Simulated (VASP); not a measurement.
The system is MnPt2.

```
CELL_PARAMETERS angstrom
2.85840 0.00000 0.00000
-1.42920 2.47545 0.00000
0.00000 0.00000 6.53250
ATOMIC_POSITIONS crystal
Pt 0.66667 0.33333 0.31621
Pt 0.33333 0.66667 0.68379
Mn 0.00000 0.00000 0.00000
```

Base run:

| Property | Result |
| --- | --- |
| Program | VASP 6.6.1 |
| Functional | PBEsol |
| Potentials or basis | VASP PAW PBE potentials, release 64 (Pt, Mn_pv) |
| Cutoff | 520 eV |
| k mesh | 9 × 9 × 4 |
| Occupations | fermi-dirac, width 0.05 eV |
| Spin | collinear spin, ferromagnetic start |
| Starting moments | [0.0, 0.0, 5.0] μB |
| Fixed moment | 5 μB |

Its results: pressure -7.7 GPa; site moments Pt +0.47; Mn +3.85 μB; largest force 0.078 eV/Å.

The run is repeated on the same cell with these changes: fixed moment from 5 μB to 2 μB; moments at the start from [0.0, 0.0, 5.0] to [0.0, 0.0, 2.0]. What comes out?

Pressure -19.5 GPa; site moments Pt -0.21; Mn +2.35 μB; largest force 0.156 eV/Å.

Caveats: the PAW data sets were made with another functional, which shifts forces and pressure a little; the total moment is fixed, so each spin has its own Fermi level and the state may be an excited one; the cell stands under tension (at least some runs); the stress differs along the axes, from -22 to -15 GPa (at least some runs).
